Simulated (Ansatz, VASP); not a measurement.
**Two plane-wave programs on ScSi2O3**

```xyz
6
Lattice="5.9129 0.0000 0.0000 0.0000 5.3603 0.0000 0.0000 0.0000 5.3010" Properties=species:S:1:pos:R:3 pbc="T T T"
Sc    2.9564    0.0000    0.0000
Si    2.9564    2.6802    0.0000
Si    2.9564    0.0000    2.6505
O     4.5069    2.6802    0.0000
O     1.4060    2.6802    0.0000
O     0.0000    2.6802    2.6505
```

Alike in both runs: functional PBE; k mesh 4 × 4 × 4; occupations gaussian, width 0.1 eV; collinear spin.

Ansatz relaxed the structure, and its values are those at the end. VASP's run is a single point on that final structure, the one shown.

|  | VASP | Ansatz |
| --- | --- | --- |
| version | VASP 6.6.1 | Ansatz 0.2.0 |
| potentials or method | VASP PAW PBE potentials, release 64 (Sc_sv, Si, O), cutoff 520 eV | scalar-relativistic, plane waves, PAW |
| valence electrons in the cell | 37 | 37 |

|  | VASP | Ansatz | Ansatz less VASP |
| --- | --- | --- | --- |
| gap on the k mesh at the Fermi level (eV) | none | none | - |
| pressure (GPa) | -0.5 | 0.1 | +0.56 |
| rms of the force components (eV/Å) | 0.031 | 0.003 | -0.0283 |
| net moment per atom (μB) | 0.00 | 0.12 | +0.125 |
| size of the moment on the site where the two differ most (μB) | 0.00 | 1.70 | +1.703 |

The net moments are unlike, so the other rows may belong to different states. Site moments also hang on the region over which each program counts them. A gap of «none» marks a metal or a gap that the smearing closes. Ansatz's warnings: cell relax basis refresh.
